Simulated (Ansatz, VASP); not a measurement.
# F in VASP and in Ansatz

The input INCAR:

```
SYSTEM = F
PREC = Accurate
ENCUT = 910
EDIFF = 1E-6
ISMEAR = 0
SIGMA = 0.05
LREAL = .FALSE.
LASPH = .TRUE.
NELM = 120
ALGO = Normal
ISIF = 2
LWAVE = .FALSE.
LCHARG = .FALSE.
GGA = PS
NBANDS = 22
GGA_COMPAT = .FALSE.
```

KPOINTS

```
regular mesh
0
G
  4 4 2
  0 0 0
```

POSCAR

```
F
1.0
    3.1832260196     -1.8003435261     -0.2455178518
    3.1832260196      1.8003435261     -0.2455178518
   -2.4022725076      0.0000000000      7.2134990064
F
4
Direct
    0.0848459664      0.0848459664      0.0940038325
    0.9151540336      0.9151540336      0.9059961675
    0.5015719855      0.5015719855      0.5937195244
    0.4984280145      0.4984280145      0.4062804756
```

Input for Ansatz:

```yaml
crystal:
  lattice:
    - [3.1832260196, -1.8003435261, -0.2455178518]
    - [3.1832260196, 1.8003435261, -0.2455178518]
    - [-2.4022725076, 0.0, 7.2134990064]
  atoms:
    - { symbol: F, position: [0.0848459664, 0.0848459664, 0.0940038325] }
    - { symbol: F, position: [0.9151540336, 0.9151540336, 0.9059961675] }
    - { symbol: F, position: [0.5015719855, 0.5015719855, 0.5937195244] }
    - { symbol: F, position: [0.4984280145, 0.4984280145, 0.4062804756] }
basis:
  ecutwfc: 520.0
kpoints:
  mp_grid: { grid: [4, 4, 2] }
hamiltonian:
  xc: pbesol
scf:
  occupations: { method: gaussian, width: 0.05 }
output:
  forces: true
  stress: true
  eigenvalues: true
```

Change from the starting cell: volume 20.139 Å^3 an atom, stretch along a over the lengths across it, relative to the relaxed cell 1.0162.

Alike in both runs: task single point; functional PBEsol; k mesh 4 × 4 × 2; occupations gaussian, width 0.05 eV; no spin polarisation.

|  | VASP | Ansatz |
| --- | --- | --- |
| version | VASP 6.6.1 | Ansatz 0.2.0 |
| potentials or method | VASP PAW PBE potentials, release 64 (F_h), cutoff 910 eV | scalar-relativistic, plane waves, PAW |
| valence electrons in the cell | 28 | 28 |

Ansatz gave:

- gap on the k mesh at the Fermi level (eV): 2.92
- least direct gap on the mesh (eV): 3.00
- rms of the force components (eV/Å): 0.359

Estimate VASP's values.

gap on the k mesh at the Fermi level (eV): 2.92; least direct gap on the mesh (eV): 2.99; rms of the force components (eV/Å): 0.340.

VASP's potentials were made for PBE, not for PBEsol. Atom by atom the forces differ by 0.019 eV/Å (rms over components).

The k mesh is coarse, so the values compare programs but aren't converged. Noted on VASP's run: the cutoff is short for stress, so the pressure is rough.
